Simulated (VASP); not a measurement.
# Te (R-3m) in VASP: a series of runs, part 2 of 2

VASP 6.6.1. The steps go on from the part before.

## Step 4: Single point, PBEsol (30.35 Å³/atom)

This run uses another cell than the first one, of 30.35 Å³/atom.

File INCAR:

```
PREC     = Accurate       # precision mode
ENCUT    = 520            # plane-wave cutoff, eV
EDIFF    = 1E-7           # SCF threshold, eV
ISMEAR   = 0              # smearing method
SIGMA    = 0.15           # smearing width, eV
LREAL    = False          # projectors in reciprocal space
LASPH    = True           # aspherical terms in the spheres
NELM     = 60             # most SCF steps
ALGO     = Normal         # electronic algorithm
ISIF     = 2              # what is computed and relaxed
LWAVE    = False          # write WAVECAR
LCHARG   = True           # write CHGCAR
GGA      = PS             # functional
LELF     = True           # ELF
LVHAR    = True         
NBANDS   = 9              # bands
```

File KPOINTS:

```
Automatic mesh
0
Gamma
  15 15 15
```

File POSCAR:

```
Te
1.0
    2.2106524044      1.2763207608      1.7925443463
   -2.2106524044      1.2763207608      1.7925443463
    0.0000000000     -2.5526415214      1.7925443463
Te
1
Direct
    0.5000000000      0.5000000000      0.5000000000
```

Potentials or basis: VASP PAW PBE potentials, release 64 (Te).

On the command line:

```sh
$ cat potpaw_PBE.64/Te/POTCAR > POTCAR
$ mpirun -np 1 vasp_std > vasp.out
```

OUTCAR:

```text
PREC = Accurate
   ENCUT = 520
   EDIFF = 1E-7
   ISMEAR = 0
   LREAL = False
   LASPH = True
   NELM = 60
   ISIF = 2
   GGA = PS

 ion  position               nearest neighbor table
   1  0.500  0.500  0.500-

  LATTYP: Found a trigonal (rhomboedric) cell.
 ALAT       =     3.1191655889
 COS(alpha) =    -0.0046020395

  Lattice vectors:

 A1 = (   2.2106524044,   1.2763207608,   1.7925443463)
 A2 = (  -2.2106524044,   1.2763207608,   1.7925443463)
 A3 = (   0.0000000000,  -2.5526415214,   1.7925443463)

Analysis of symmetry for initial positions (statically):
=====================================================================
 Subroutine PRICEL returns:
 Original cell was already a primitive cell.

 Routine SETGRP: Setting up the symmetry group for a
 trigonal (rhombohedral) supercell.

 Subroutine GETGRP returns: Found 12 space group operations
 (whereof 12 operations were pure point group operations)
 out of a pool of 12 trial point group operations.

The static configuration has the point symmetry D_3d.

Analysis of symmetry for dynamics (positions and initial velocities):
[... 162 lines left out ...]
 Fermi energy:         7.3054229418

 k-point     1 :       0.0000    0.0000    0.0000
  band No.  band energies     occupation
      1      -6.9116      2.00000
      2       8.5566      0.00000
      3       8.5879      0.00000
      4       8.5879      0.00000
      5      13.2589      0.00000
      6      13.2589      0.00000
      7      13.9341      0.00000
      8      25.3049      0.00000
      9      25.3138      0.00000
[... 265 lines left out ...]
 k-point    24 :       0.2000    0.1333    0.0000
  band No.  band energies     occupation
      1      -6.1777      2.00000
      2       5.1614      2.00000
      3       6.9332      1.99955
      4       9.2372      0.00000
      5      14.1613      0.00000
      6      16.3136      0.00000
      7      17.7903      0.00000
      8      19.4180      0.00000
      9      21.5528      0.00000

 [... further k-points ...]

------------------------ aborting loop because EDIFF is reached ----------------------------------------

  FORCE on cell =-STRESS in cart. coord.  units (eV):
  Direction    XX          YY          ZZ          XY          YZ          ZX
  --------------------------------------------------------------------------------------
  -------------------------------------------------------------------------------------
  Total        0.3447784      0.3447784      0.3368696      0.0000000      0.0000000      0.0000000
  in kB       18.2032605     18.2032605     17.7857006      0.0000000      0.0000000      0.0000000
  external PRESSURE =      18.0640739 kB  Pullay stress =       0.0000000 kB

 VOLUME and BASIS-vectors are now :
 -----------------------------------------------------------------------------
  energy-cutoff  :      520.00
  volume of cell :       30.35
      direct lattice vectors                 reciprocal lattice vectors
     2.210652404  1.276320761  1.792544346     0.226177575  0.130583684  0.185955418
    -2.210652404  1.276320761  1.792544346    -0.226177575  0.130583684  0.185955418
     0.000000000 -2.552641521  1.792544346     0.000000000 -0.261167368  0.185955418

 POSITION                                       TOTAL-FORCE (eV/Angst)
 -----------------------------------------------------------------------------------
      0.00000      0.00000      2.68882         0.000000     -0.000000      0.000000
 -----------------------------------------------------------------------------------
    total drift:                                0.000000      0.000000     -0.000000

  FREE ENERGIE OF THE ION-ELECTRON SYSTEM (eV)
  ---------------------------------------------------
  free  energy   TOTEN  =        -3.5088105224 eV

  energy  without entropy=       -3.5032239835  energy(sigma->0) =       -3.50601725
```

OSZICAR:

```text
N       E                     dE             d eps       ncg     rms          rms(c)
DAV:   1     0.169357203227E+02    0.16936E+02   -0.25259E+03  6208   0.531E+02
DAV:   2    -0.294864650216E+01   -0.19884E+02   -0.18997E+02  8014   0.732E+01
DAV:   3    -0.350425764799E+01   -0.55561E+00   -0.55125E+00  7604   0.151E+01
DAV:   4    -0.350861529182E+01   -0.43576E-02   -0.43574E-02  8527   0.151E+00
DAV:   5    -0.350865855649E+01   -0.43265E-04   -0.43264E-04  7840   0.118E-01    0.881E+00
DAV:   6    -0.350876829719E+01   -0.10974E-03   -0.25575E-04  8312   0.124E-01    0.536E+00
DAV:   7    -0.350879652582E+01   -0.28229E-04   -0.63958E-04  6846   0.189E-01    0.612E-02
DAV:   8    -0.350880709364E+01   -0.10568E-04   -0.13618E-05  8692   0.232E-02    0.397E-02
DAV:   9    -0.350881060703E+01   -0.35134E-05   -0.44238E-06  6851   0.133E-02    0.206E-02
DAV:  10    -0.350881048923E+01    0.11780E-06   -0.65228E-08  8071   0.168E-03    0.145E-03
DAV:  11    -0.350881052242E+01   -0.33188E-07   -0.10090E-07  6604   0.171E-03
   1 F= -.35088105E+01 E0= -.35060173E+01  d E =-.558654E-02
```

stdout:

```text
POSCAR found type information on POSCAR Te
 POSCAR found :  1 types and       1 ions
 scaLAPACK will be used
 -----------------------------------------------------------------------------
|                                                                             |
|                                                                             |
|     You enforced a specific xc type in the INCAR file but a different       |
|     I HOPE YOU KNOW WHAT YOU ARE DOING!                                     |
|                                                                             |
 -----------------------------------------------------------------------------

 LDA part: xc-table for (Slater+PW92), standard interpolation
 POSCAR, INCAR and KPOINTS ok, starting setup
 FFT: planning ... GRIDC
 FFT: planning ... GRID_SOFT
 FFT: planning ... GRID
 WAVECAR not read
 entering main loop
```

Run time: 30 s. Hardware: 1 thread of AMD EPYC 9R45 (Zen 5), shared host; peak memory 0.18 GiB.

Results:

```yaml
Free_energy: -3.5088 eV
Pressure: 1.8 GPa
Band_gap_on_the_k_mesh: zero (bands 3 and 4 overlap by 5.96 eV)
```

Levels at points of the mesh, in eV from the Fermi level:
```tsv
k point	band 1	band 2	band 3	band 4	band 5	band 6	band 7
(0.00, 0.00, 0.00)	-14.22	1.25	1.28	1.28	5.95	5.95	6.63
```

Caveat: the PAW data sets were made with another functional, which shifts forces and pressure a little; spin-orbit coupling is left out, which moves the levels of the heavy elements.

## Step 5: Summary

```tsv
cell	gap on the mesh (eV)	pressure (GPa)
a = 3.091 Å, angles 89.2°, 1 atom	none	3.8
a = 3.091 Å, angles 91.3°, 1 atom	none	3.7
a = 3.119 Å, angles 90.3°, 1 atom	none	1.8
```

Alike in all rows: task single point; level PBEsol; potentials or basis VASP PAW PBE potentials, release 64 (Te); no spin polarisation; k mesh 15 × 15 × 15; cutoff (eV) 520; smearing gaussian 0.15 eV.

Caveats: the PAW data sets were made with another functional, which shifts forces and pressure a little; spin-orbit coupling is left out, which moves the levels of the heavy elements; the cell stands under pressure (at least some runs).

Total energies depend on the potentials used, so only differences within one code and one set of settings carry meaning.
